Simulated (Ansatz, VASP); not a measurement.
LiOs: VASP beside Ansatz

```xyz
4
Lattice="4.5109 0.0000 0.0000 0.0000 2.5044 0.0000 0.0000 0.0000 5.3363" Properties=species:S:1:pos:R:3 pbc="T T T"
Li    3.3831    0.0000    2.0922
Li    1.1277    0.0000    3.2441
Os    3.3831    0.0000    4.8091
Os    1.1277    0.0000    0.5272
```

Alike in both runs: functional PBE; k mesh 4 × 6 × 2; occupations gaussian, width 0.1 eV; no spin polarisation.

Ansatz relaxed the structure, and its values are those at the end. VASP's run is a single point on that final structure, the one shown.

```csv
,VASP,Ansatz
version,VASP 6.6.1,Ansatz 0.2.0
potentials or method,"VASP PAW PBE potentials, release 64 (Li_sv, Os), cutoff 520 eV","scalar-relativistic, plane waves, PAW"
valence electrons in the cell,22,38
```

Ansatz gave:

```
gap on the k mesh at the Fermi level (eV) : none
rms of the force components (eV/Å)        : 0.001
```

Problem. Estimate VASP's values.

Solution. gap on the k mesh at the Fermi level (eV): none; rms of the force components (eV/Å): 0.006.

A gap of «none» marks a metal or a gap that the smearing closes. VASP's potentials hold 22 valence electrons a cell and Ansatz's 38, so a difference there can come from the potentials and not from the codes.

The k mesh is coarse, so the values compare programs but aren't converged. Neither program's run includes spin-orbit coupling. Noted on VASP's run: the cutoff is under 1.25 times that of the potentials, so the pressure is a little rough.
